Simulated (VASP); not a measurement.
Crystal: Rh.

```xyz
2
Lattice="0.0000 2.6100 2.6100 2.6100 0.0000 2.6100 2.6100 2.6100 0.0000" Properties=species:S:1:pos:R:3 pbc="T T T"
Rh    0.0000    0.0000    0.0000
Rh    1.3050    1.3050    1.3050
```

```yaml
Program: VASP 6.6.1
Task: relaxation of cell and atoms
Functional: PBEsol
Potentials_or_basis: VASP PAW PBE potentials, release 64 (Rh_pv)
Cutoff: 600 eV
k_mesh: 14 × 14 × 14
Occupations: gaussian, width 0.05 eV
Spin: no spin polarisation
```

At the start: pressure 24.2 GPa; volume 17.78 Å³/atom.

How do energy, volume and symmetry change on relaxing?

Over 5 steps the energy falls by 151.1 meV/atom and the volume is 20.02 Å³/atom (+12.6 %); space group Fd-3m (No. 227, to 0.05 Å).

Step by step:
```
step  energy change (eV)  largest force (eV/Å)  pressure (GPa)  volume (Å³)
   1              0.0000                0.0000           24.22        35.56
   2              0.5851                0.0000          -19.57        51.26
   3             -0.3004                0.0000           -1.48        40.46
   4             -0.3022                0.0000           -0.29        40.13
   5             -0.3023                0.0000            0.11        40.03
```

Final structure:
```xyz
2
Lattice="0.0000 2.7152 2.7152 2.7152 0.0000 2.7152 2.7152 2.7152 0.0000" Properties=species:S:1:pos:R:3 pbc="T T T"
Rh    0.0000    0.0000    0.0000
Rh    1.3576    1.3576    1.3576
```

Caveat: the PAW data sets were made with another functional, which shifts forces and pressure a little.
